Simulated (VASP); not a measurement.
Set up this calculation in VASP 6.6.1, as the native input.

```yaml
Task: single point
Functional: PBEsol
Potentials_or_basis: VASP PAW PBE potentials, release 64 (Al, Co)
Cutoff: 520 eV
k_mesh: 18 × 18 × 18
Occupations: gaussian, width 0.1 eV
Spin: no spin polarisation
Dipole_correction: no
Further_INCAR_settings: ALGO = Fast; EDIFF = 1e-06; NBANDS = 13
```

The structure of AlCo lies in POSCAR:

```
AlCo
1.0
    2.8508113911      0.0000000000      0.0000000000
    0.0000000000      2.8141831091      0.0000000000
    0.0000000000      0.0000000000      2.8141831091
Al Co
1 1
Direct
    0.0000000000      0.0000000000      0.0000000000
    0.5000000000      0.5000000000      0.5000000000
```

This cell differs from its parent crystal: uniaxial strain along a: +1.0 %, then relaxed in part.

The input as run:

INCAR

```
SYSTEM = AlCo
PREC     = Accurate       ! precision mode
ENCUT    = 520            ! plane-wave cutoff, eV
EDIFF    = 1E-6           ! SCF threshold, eV
ISMEAR   = 0              ! smearing method
SIGMA    = 0.1            ! smearing width, eV
LREAL    = .FALSE.        ! projectors in reciprocal space
LASPH    = .TRUE.         ! aspherical terms in the spheres
NELM     = 100            ! most SCF steps
ALGO     = Fast           ! electronic algorithm
ISIF     = 2              ! what is computed and relaxed
LWAVE    = .FALSE.        ! write WAVECAR
LCHARG   = .FALSE.        ! write CHGCAR
GGA      = PS             ! functional
NBANDS   = 13             ! bands
```

KPOINTS

```
regular mesh
0
G
  18 18 18
  0 0 0
```

Potentials or basis: VASP PAW PBE potentials, release 64 (Al, Co).

The run is started by

```console
$ cat potpaw_PBE.64/Al/POTCAR potpaw_PBE.64/Co/POTCAR > POTCAR
$ mpirun -np 1 vasp_std > vasp.out
```

It gave:

```
Pressure               : -1.1 GPa
Band gap on the k mesh : zero (band 6 reaches 13.12 eV, above the bottom of band 7 at 10.50 eV)
```

Caveat: the cell differs from its parent crystal (uniaxial strain along a: +1.0 %, then relaxed in part); the PAW data sets were made with another functional, which shifts forces and pressure a little.

Run time: 50 s on 1 thread of Intel(R) Xeon(R) 6975P-C (Granite Rapids), with other jobs on the host, peak memory 0.28 GiB.
